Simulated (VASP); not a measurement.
Input of a VASP 6.6.1 run:

INCAR

```
PREC     = Accurate       # precision mode
ENCUT    = 520            # plane-wave cutoff, eV
EDIFF    = 1E-7           # SCF threshold, eV
ISMEAR   = -1             # smearing method
SIGMA    = 0.02           # smearing width, eV
LREAL    = False          # projectors in reciprocal space
LASPH    = True           # aspherical terms in the spheres
NELM     = 80             # most SCF steps
ALGO     = Normal         # electronic algorithm
ISIF     = 2              # what is computed and relaxed
LWAVE    = False          # write WAVECAR
LCHARG   = True           # write CHGCAR
GGA      = PE             # functional
LELF     = True           # ELF
LVHAR    = True         
NBANDS   = 36             # bands
```

File KPOINTS:

```
regular mesh
0
Gamma
  1 1 1
```

Contents of POSCAR:

```
HCl
1.0
    6.7386640000      0.0000000000      0.0000000000
    0.0000000000      6.7386640000      0.0000000000
    0.0000000000      0.0000000000      6.7386640000
Cl H
6 6
Direct
    0.8092553658      0.0163088707      0.4265237145
    0.7538883078      0.3143649839      0.9225270766
    0.2161407662      0.2476158479      0.6404533599
    0.3103285755      0.7550012881      0.9771373079
    0.5673082973      0.6261330139      0.4131679514
    0.1072616174      0.3911012628      0.2248220122
    0.9149142916      0.1481599320      0.3346805836
    0.6624458498      0.4093541390      1.0715922325
    0.2576475100      0.1369114115      0.4891474037
    0.2401366206      0.9423678047      0.9391624215
    0.6612289914      0.7750052533      0.3287150094
    0.0584982424      0.4083153575      0.0461070622
```

Potentials or basis: VASP PAW PBE potentials, release 64 (Cl, H).

Run with:

```sh
$ cat potpaw_PBE.64/Cl/POTCAR potpaw_PBE.64/H/POTCAR > POTCAR
$ mpirun -np 1 vasp_gam > vasp.out
```

(1) Predict the largest force.

(2) Predict the band gap on the k mesh.

(3) What does it give for the pressure?

## Answers

(1) 2.220 eV/Å.

(2) 4.99 eV.

(3) 0.7 GPa.

Caveat: the k points lie up to 0.93 Å⁻¹ apart.
